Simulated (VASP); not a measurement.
A run of VASP 6.6.1:

INCAR

```
  ALGO = Normal
  EDIFF = 1E-7
  ENCUT = 520
  GGA = PE
  ISIF = 2
  ISMEAR = -1
  LASPH = T
  LCHARG = F
  LREAL = F
  LWAVE = F
  NBANDS = 33
  NELM = 100
  PREC = Accurate
  SIGMA = 0.02
```

File KPOINTS:

```
k-points
0
Gamma
  10 10 10
```

The input POSCAR:

```
TiO2
1.0
   -1.8888957392      1.8888957392      4.7917366880
    1.8888957392     -1.8888957392      4.7917366880
    1.8888957392      1.8888957392     -4.7917366880
Ti O
2 4
Direct
    0.0000000000      0.0000000000      0.0000000000
    0.7500000000      0.2500000000      0.5000000000
    0.9572856480      0.4572856480      0.5000000000
    0.2072856480      0.2072856480      0.0000000000
    0.5427143520      0.0427143520      0.5000000000
    0.7927143520      0.7927143520      0.0000000000
```

Potentials or basis: VASP PAW PBE potentials, release 64 (Ti_sv, O).

The run is started by

```bash
$ cat potpaw_PBE.64/Ti_sv/POTCAR potpaw_PBE.64/O/POTCAR > POTCAR
$ mpirun -np 1 vasp_std > vasp.out
```

Hardware: 1 thread of Intel(R) Xeon(R) 6975P-C (Granite Rapids) (shared host).

Question: Estimate the wall time of this run.

Answer: It took 3.7 min on 1 thread of Intel(R) Xeon(R) 6975P-C (Granite Rapids) (shared host), peak memory 0.36 GiB. Counts: scf iterations 17, k points 102.
